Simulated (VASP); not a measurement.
# ZnAu (Pm-3m) in VASP: further runs

ZnAu is run at these levels: PBE; tasks: single point.

Program: VASP 6.6.1. These are calculated values, not measurements. Logs are shortened: lines on timing, memory, paths and dates and some standing lists are left out, and cuts for length are marked.

**1. The cell of the first run**

It takes space group Pm-3m (No. 221, cubic). Conventional cell: a = 3.200 Å, b = 3.200 Å, c = 3.200 Å, α = 90.00°, β = 90.00°, γ = 90.00°. Within 3.7 Å of Zn (site symmetry m-3m) lie 8 Au at 2.77 Å and 6 Zn at 3.20 Å. Within 3.7 Å of Au (site symmetry m-3m) lie 8 Zn at 2.77 Å and 6 Au at 3.20 Å.

**2. Single point, PBE, non-collinear spin, zero start, spin-orbit coupling (16.39 Å³/atom)**

INCAR reads:

```
  ALGO = Fast
  EDIFF = 1E-6
  ENCUT = 520
  GGA = PE
  GGA_COMPAT = F
  ISIF = 2
  ISMEAR = 0
  LASPH = T
  LCHARG = F
  LMAXMIX = 4
  LORBIT = 11
  LORBMOM = T
  LREAL = F
  LSORBIT = T
  LWAVE = F
  MAGMOM = 0 0 0 0 0 0
  NBANDS = 35
  NELM = 150
  PREC = Accurate
  SIGMA = 0.05
```

KPOINTS reads:

```
k-points
0
Gamma
  10 10 10
```

POSCAR reads:

```
ZnAu
1.0
    3.2003612232      0.0000000000      0.0000000000
    0.0000000000      3.2003612232      0.0000000000
    0.0000000000      0.0000000000      3.2003612232
Zn Au
1 1
Direct
    0.5000000000      0.5000000000      0.5000000000
    0.0000000000      0.0000000000      0.0000000000
```

Potentials or basis: VASP PAW PBE potentials, release 64 (Zn, Au).

Command:

```bash
> cat potpaw_PBE.64/Zn/POTCAR potpaw_PBE.64/Au/POTCAR > POTCAR
> mpirun -np 1 vasp_ncl > vasp.out
```

OUTCAR:

```text
EDIFF = 1E-6
   ENCUT = 520
   GGA = PE
   ISIF = 2
   ISMEAR = 0
   LASPH = T
   LORBIT = 11
   LREAL = F
   LSORBIT = T
   NELM = 150
   PREC = Accurate

 ion  position               nearest neighbor table
   1  0.500  0.500  0.500-   2 2.77   2 2.77   2 2.77   2 2.77   2 2.77   2 2.77   2 2.77   2 2.77

   2  0.000  0.000  0.000-   1 2.77   1 2.77   1 2.77   1 2.77   1 2.77   1 2.77   1 2.77   1 2.77

  LATTYP: Found a simple cubic cell.
 ALAT       =     3.2003612232

  Lattice vectors:

 A1 = (   3.2003612232,   0.0000000000,   0.0000000000)
 A2 = (   0.0000000000,   3.2003612232,   0.0000000000)
 A3 = (   0.0000000000,   0.0000000000,   3.2003612232)

Analysis of symmetry for initial positions (statically):
=====================================================================
 Subroutine PRICEL returns:
 Original cell was already a primitive cell.

 Routine SETGRP: Setting up the symmetry group for a
 simple cubic supercell.

 Subroutine GETGRP returns: Found 48 space group operations
 (whereof 48 operations were pure point group operations)
 out of a pool of 48 trial point group operations.

The static configuration has the point symmetry O_h .

Analysis of symmetry for dynamics (positions and initial velocities):
=====================================================================
 Subroutine PRICEL returns:
 Original cell was already a primitive cell.

 Routine SETGRP: Setting up the symmetry group for a
 simple cubic supercell.

 Subroutine GETGRP returns: Found 48 space group operations
 (whereof 48 operations were pure point group operations)
 out of a pool of 48 trial point group operations.

The dynamic configuration has the point symmetry O_h .

Analysis of structural, dynamic, and magnetic symmetry:
=====================================================================
 Subroutine PRICEL returns:
 Original cell was already a primitive cell.

 Routine SETGRP: Setting up the symmetry group for a
 simple cubic supercell.

 Subroutine GETGRP returns: Found 48 space group operations
 (whereof 48 operations were pure point group operations)
 out of a pool of 48 trial point group operations.

The overall configuration has the point symmetry O_h .

 Subroutine INISYM returns: Found 48 space group operations
 (whereof 48 operations are pure point group operations),
 and found     1 'primitive' translations

----------------------------------------------------------------------------------------

                                     Primitive cell

  volume of cell :      32.7791

  direct lattice vectors                    reciprocal lattice vectors
     3.200361223  0.000000000  0.000000000     0.312464728  0.000000000  0.000000000
     0.000000000  3.200361223  0.000000000     0.000000000  0.312464728  0.000000000
     0.000000000  0.000000000  3.200361223     0.000000000  0.000000000  0.312464728

  length of vectors
     3.200361223  3.200361223  3.200361223     0.312464728  0.312464728  0.312464728

  position of ions in fractional coordinates (direct lattice)
     0.500000000  0.500000000  0.500000000
     0.000000000  0.000000000  0.000000000

  ion indices of the primitive-cell ions
   primitive index   ion index
                 1           1
                 2           2

----------------------------------------------------------------------------------------

 KPOINTS: k-points

Automatic generation of k-mesh.
 Grid dimensions read from file:
 generate k-points for:   10   10   10

 Generating k-lattice:

  Cartesian coordinates                     Fractional coordinates (reciprocal lattice)
     0.031246473  0.000000000  0.000000000     0.100000000  0.000000000  0.000000000
     0.000000000  0.031246473  0.000000000     0.000000000  0.100000000  0.000000000
     0.000000000  0.000000000  0.031246473     0.000000000  0.000000000  0.100000000

  Length of vectors
     0.031246473  0.031246473  0.031246473

  Shift w.r.t. Gamma in fractional coordinates (k-lattice)
     0.000000000  0.000000000  0.000000000

 Subroutine IBZKPT returns following result:
 ===========================================

 Found     56 irreducible k-points:

 Following reciprocal coordinates:
            Coordinates               Weight
  0.000000  0.000000  0.000000      1.000000
  0.100000  0.000000  0.000000      6.000000
  0.200000  0.000000  0.000000      6.000000
  0.300000  0.000000  0.000000      6.000000
  0.400000  0.000000  0.000000      6.000000
  0.500000  0.000000  0.000000      3.000000
[... 43 lines left out ...]
   ISIF   =      2    stress and relaxation
   ISYM   =      2    0-nonsym 1-usesym 2-fastsym
   POTIM  = 0.5000    time-step for ionic-motion
   TEBEG  =    0.0;   TEEND  =   0.0 temperature during run
   PSTRESS=    0.0 pullay stress
   NELECT =      23.0000    total number of electrons
   NUPDOWN=      -1.0000    fix difference up-down
   EMIN   =  10.00;   EMAX   =-10.00  energy-range for DOS
   EFERMI =   0.00;   METHOD = LEGACY
   ISMEAR =     0;   SIGMA  =   0.05  broadening in eV -4-tet -1-fermi 0-gaus
   EFERMI_NEDOS =   21; number of points for ismear=-14 and -15
   IALGO  =     68    algorithm
   IMIX   =      4    mixing-type and parameters
     AMIX     =   0.40;   BMIX     =  1.00
     AMIX_MAG =   1.60;   BMIX_MAG =  1.00
  volume/ion in A,a.u.               =      16.39       110.60
  Fermi-wavevector in a.u.,A,eV,Ry     =   1.454739  2.749058 28.793545  2.116266
  Thomas-Fermi vector in A             =   2.571855
   LORBIT       =     11    0 simple, 1 ext, 2 COOP (PROOUT), +10 PAW based schemes
   GGA     = PE    functional components
   LHFCALC =     F    Hartree Fock is set to
   AEXX    =    0.0000 exact exchange contribution
   IVDW    =     0    specifies the selected vdW correction
   LEPSILON=     F    determine dielectric tensor
   LRPA    =     F    only Hartree local field effects (RPA)
 RMM-DIIS sequential band-by-band and
 Gauss-broadening in eV      SIGMA  =   0.05
  energy-cutoff  :      520.00
  volume of cell :       32.78
 maximum number of plane-waves:      1824
 NGX is ok and might be reduce to    24
   NGX = 11   NGY = 11   NGZ = 11

 number of electron      23.0000000 magnetization       0.0000000      0.0000000      0.0000000

 number of electron      23.0000042 magnetization       0.0000000      0.0000000     -0.0000000

 number of electron      23.0000042 magnetization      -0.0000000     -0.0000000      0.0000000

 Free energy of the ion-electron system (eV)
  ---------------------------------------------------
  ext. energy  EPLUGINS =         0.00000000
  ---------------------------------------------------
  free energy    TOTEN  =        -5.03602674 eV

  energy without entropy =       -5.03502315  energy(sigma->0) =       -5.03552494

 E-fermi :   6.5128     XC(G=0): -12.0959

 val. band max:        6.4903523235   @ k =   0.3000   0.1000   0.1000
 cond. band min:       6.5652692369   @ k =   0.4000   0.3000   0.2000
 fundamental gap:      0.0749169134
 Fermi energy:         6.5127968211

 k-point     1 :       0.0000    0.0000    0.0000
  band No.  band energies     occupation
      1      -3.6680      1.00000
      2      -3.6680      1.00000
      3      -1.4478      1.00000
      4      -1.4478      1.00000
      5      -1.4478      1.00000
      6      -1.4478      1.00000
[... 901 lines left out ...]
     34      19.0444      0.00000
     35      20.8102      0.00000

 [... further k-points ...]

------------------------ aborting loop because EDIFF is reached ----------------------------------------

  FORCE on cell =-STRESS in cart. coord.  units (eV):
  Direction    XX          YY          ZZ          XY          YZ          ZX
  --------------------------------------------------------------------------------------
  -------------------------------------------------------------------------------------
  Total       -0.3852318     -0.3852318     -0.3852318     -0.0000000     -0.0000000      0.0000000
  in kB      -18.8293684    -18.8293684    -18.8293684     -0.0000000     -0.0000000      0.0000000
  external PRESSURE =     -18.8293684 kB  Pullay stress =       0.0000000 kB

 VOLUME and BASIS-vectors are now :
 -----------------------------------------------------------------------------
  energy-cutoff  :      520.00
  volume of cell :       32.78
      direct lattice vectors                 reciprocal lattice vectors
     3.200361223  0.000000000  0.000000000     0.312464728  0.000000000  0.000000000
     0.000000000  3.200361223  0.000000000     0.000000000  0.312464728  0.000000000
     0.000000000  0.000000000  3.200361223     0.000000000  0.000000000  0.312464728

 POSITION                                       TOTAL-FORCE (eV/Angst)
 -----------------------------------------------------------------------------------
      1.60018      1.60018      1.60018         0.000000      0.000000      0.000000
      0.00000      0.00000      0.00000         0.000000      0.000000      0.000000
 -----------------------------------------------------------------------------------
    total drift:                                0.000000     -0.000000     -0.000000

  FREE ENERGIE OF THE ION-ELECTRON SYSTEM (eV)
  ---------------------------------------------------
  free  energy   TOTEN  =        -5.0360267407 eV

  energy  without entropy=       -5.0350231474  energy(sigma->0) =       -5.03552494

 orbital moment (x)

 # of ion     p       d       tot
 ----------------------------------------
  1         0.000  -0.000  -0.000
  2         0.000  -0.000  -0.000
 ----------------------------------------
            0.000  -0.000  -0.000

 orbital moment (y)

 # of ion     p       d       tot
 ----------------------------------------
  1        -0.000   0.000   0.000
  2        -0.000   0.000   0.000
 ----------------------------------------
           -0.000   0.000   0.000

 orbital moment (z)

 # of ion     p       d       tot
 ----------------------------------------
  1         0.000   0.000   0.000
  2         0.000   0.000   0.000
 ----------------------------------------
            0.000   0.000   0.000

 Spin-Orbit-Coupling matrix elements

 Ion:    1  E_soc:     -0.0087322
 l=   1
     0.0000000    -0.0003352    -0.0003352
    -0.0003352     0.0000000    -0.0003352
    -0.0003352    -0.0003352     0.0000000
 l=   2
     0.0000000    -0.0002593     0.0000000    -0.0002593    -0.0008608
    -0.0002593     0.0000000    -0.0006456    -0.0002593    -0.0002152
     0.0000000    -0.0006456     0.0000000    -0.0006456     0.0000000
    -0.0002593    -0.0002593    -0.0006456     0.0000000    -0.0002152
    -0.0008608    -0.0002152     0.0000000    -0.0002152     0.0000000
 l=   3
     0.0000000     0.0000000     0.0000000     0.0000000     0.0000000     0.0000000     0.0000000
     0.0000000     0.0000000     0.0000000     0.0000000     0.0000000     0.0000000     0.0000000
     0.0000000     0.0000000     0.0000000     0.0000000     0.0000000     0.0000000     0.0000000
     0.0000000     0.0000000     0.0000000     0.0000000     0.0000000     0.0000000     0.0000000
     0.0000000     0.0000000     0.0000000     0.0000000     0.0000000     0.0000000     0.0000000
     0.0000000     0.0000000     0.0000000     0.0000000     0.0000000     0.0000000     0.0000000
     0.0000000     0.0000000     0.0000000     0.0000000     0.0000000     0.0000000     0.0000000

 Ion:    2  E_soc:     -0.5710627
 l=   1
     0.0000000    -0.0277316    -0.0277316
    -0.0277316     0.0000000    -0.0277316
    -0.0277316    -0.0277316     0.0000000
 l=   2
     0.0000000    -0.0135745     0.0000000    -0.0135745    -0.0538711
    -0.0135745     0.0000000    -0.0404033    -0.0135745    -0.0134678
     0.0000000    -0.0404033     0.0000000    -0.0404033     0.0000000
    -0.0135745    -0.0135745    -0.0404033     0.0000000    -0.0134678
    -0.0538711    -0.0134678     0.0000000    -0.0134678     0.0000000
 l=   3
     0.0000000     0.0000000     0.0000000     0.0000000     0.0000000     0.0000000     0.0000000
     0.0000000     0.0000000     0.0000000     0.0000000     0.0000000     0.0000000     0.0000000
     0.0000000     0.0000000     0.0000000     0.0000000     0.0000000     0.0000000     0.0000000
     0.0000000     0.0000000     0.0000000     0.0000000     0.0000000     0.0000000     0.0000000
     0.0000000     0.0000000     0.0000000     0.0000000     0.0000000     0.0000000     0.0000000
     0.0000000     0.0000000     0.0000000     0.0000000     0.0000000     0.0000000     0.0000000
     0.0000000     0.0000000     0.0000000     0.0000000     0.0000000     0.0000000     0.0000000

 total charge

# of ion       s       p       d       tot
------------------------------------------
    1        0.514   0.410   9.763  10.687
    2        0.613   0.369   8.689   9.670
--------------------------------------------------
tot          1.127   0.779  18.452  20.358

 magnetization (x)

# of ion       s       p       d       tot
------------------------------------------
    1        0.000   0.000   0.000   0.000
    2       -0.000   0.000   0.000  -0.000
--------------------------------------------------
tot         -0.000   0.000   0.000  -0.000

 magnetization (y)

# of ion       s       p       d       tot
------------------------------------------
    1       -0.000   0.000  -0.000  -0.000
    2        0.000   0.000  -0.000   0.000
--------------------------------------------------
tot          0.000   0.000  -0.000   0.000

 magnetization (z)

# of ion       s       p       d       tot
------------------------------------------
    1        0.000   0.000   0.000   0.000
    2       -0.000   0.000   0.000  -0.000
--------------------------------------------------
tot         -0.000   0.000   0.000  -0.000
```

Run time: 48 s. Hardware: 1 thread of Intel Xeon 6975P-C (Granite Rapids), shared host; peak memory 0.25 GiB.

Results:

- Free energy: -5.0360 eV
- Pressure: -1.9 GPa
- Net moment: 0.00 μB per cell
- Valence electrons inside the program's atomic spheres: Zn 10.69; Au 9.67

Moments on the atoms (μB; x, y, z):
```
Zn  0.00 0.00 0.00
Au  0.00 0.00 0.00
```

**3. Single point, PBE, non-collinear spin, zero start, spin-orbit coupling (16.71 Å³/atom)**

This run uses another cell than the first one, of 16.71 Å³/atom.

INCAR reads:

```
PREC = Accurate
ENCUT = 520
EDIFF = 1E-6
ISMEAR = 0
SIGMA = 0.05
LREAL = F
LASPH = T
NELM = 150
ALGO = Fast
ISIF = 2
LWAVE = F
LCHARG = F
MAGMOM = 0 0 0 0 0 0
LORBIT = 11
LSORBIT = T
GGA_COMPAT = F
LORBMOM = T
LMAXMIX = 4
GGA = PE
NBANDS = 35
```

KPOINTS reads:

```
Automatic mesh
0
Gamma
  10 10 10
```

POSCAR reads:

```
ZnAu
1.0
    3.2211433719      0.0000000000      0.0000000000
    0.0000000000      3.2211433719      0.0000000000
    0.0000000000      0.0000000000      3.2211433719
Zn Au
1 1
Direct
    0.5000000000      0.5000000000      0.5000000000
    0.0000000000      0.0000000000      0.0000000000
```

Potentials or basis: VASP PAW PBE potentials, release 64 (Zn, Au).

Command:

```bash
> cat potpaw_PBE.64/Zn/POTCAR potpaw_PBE.64/Au/POTCAR > POTCAR
> mpirun -np 1 vasp_ncl > vasp.out
```

It took 57 s on 1 thread of Intel Xeon 6975P-C (Granite Rapids), shared host; peak memory 0.25 GiB.

It converged, with:

- Free energy: -5.0242 eV
- Pressure: -3.9 GPa
- Net moment: 0.00 μB per cell
- Valence electrons inside the program's atomic spheres: Zn 10.67; Au 9.65

Moments on the atoms (μB; x, y, z):
```
Zn  0.00 0.00 0.00
Au  0.00 0.00 0.00
```

Caveat: the cell stands under tension.

**4. Single point, PBE, non-collinear spin, zero start, spin-orbit coupling (17.19 Å³/atom)**

This run uses another cell than the first one, of 17.19 Å³/atom.

INCAR reads:

```
  ALGO = Normal
  EDIFF = 1E-6
  ENCUT = 520
  GGA = PE
  GGA_COMPAT = False
  ISIF = 2
  ISMEAR = 0
  LASPH = True
  LCHARG = False
  LMAXMIX = 4
  LORBIT = 11
  LORBMOM = True
  LREAL = False
  LSORBIT = True
  LWAVE = False
  MAGMOM = 0 0 0 0 0 0
  NBANDS = 35
  NELM = 150
  PREC = Accurate
  SIGMA = 0.05
```

KPOINTS reads:

```
k-points
0
Gamma
  10 10 10
```

POSCAR reads:

```
ZnAu
1.0
    3.2518227743      0.0000000000      0.0000000000
    0.0000000000      3.2518227743      0.0000000000
    0.0000000000      0.0000000000      3.2518227743
Zn Au
1 1
Direct
    0.5000000000      0.5000000000      0.5000000000
    0.0000000000      0.0000000000      0.0000000000
```

Command:

```bash
> cat potpaw_PBE.64/Zn/POTCAR potpaw_PBE.64/Au/POTCAR > POTCAR
> mpirun -np 1 vasp_ncl > vasp.out
```

Run time: 37 s. Hardware: 1 thread of Intel Xeon 6975P-C (Granite Rapids), shared host; peak memory 0.26 GiB.

It converged, with:

* Free energy: -4.9926 eV
* Pressure: -6.5 GPa
* Net moment: 0.00 μB per cell
* Valence electrons inside the program's atomic spheres: Zn 10.64; Au 9.62

Moments on the atoms (μB; x, y, z):
```
Zn  0.00 0.00 0.00
Au  0.00 0.00 0.00
```

Caveat: the cell stands under tension.

**5. Overview**

```csv
cell,pressure (GPa),moment (μB)
"a = 3.200 Å, 2 atoms",-1.9,0.00
"a = 3.221 Å, 2 atoms",-3.9,0.00
"a = 3.252 Å, 2 atoms",-6.5,0.00
```

Alike in all rows: task single point; level PBE; potentials or basis VASP PAW PBE potentials, release 64 (Zn, Au); spin non-collinear, zero start, SOC; k mesh 10 × 10 × 10; cutoff (eV) 520; smearing gaussian 0.05 eV.

Caveats: the cell stands under tension (at least some runs).

Absolute energies hang on the potentials; compare differences alone.
